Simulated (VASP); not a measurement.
Runs of VASP 6.6.1 on AlN. The structure is that of space group F-43m (No. 216), or close to it. The cells are those of the table. 

```tsv
cell	gap on the mesh (eV)	pressure (GPa)
a = 3.038 Å, angles 60.0°, 2 atoms	(b)	16.3
a = 2.983 Å, angles 60.0°, 2 atoms	3.36	(a)
a = 3.090 Å, angles 60.0°, 2 atoms	3.32	4.3
a = 3.141 Å, angles 60.0°, 2 atoms	3.29	-5.0
a = 3.190 Å, angles 60.0°, 2 atoms	3.26	-12.4
```

Alike in all rows: task single point; level PBE; potentials or basis VASP PAW PBE potentials, release 64 (Al, N); no spin polarisation; k mesh 6 × 6 × 6; cutoff (eV) 520; smearing gaussian 0.01 eV.

Problem. Fill in the values left out.

Solution. (a) 31.5; (b) 3.34.

Caveats: some runs use coarse meshes.

A k mesh can miss the band edges.
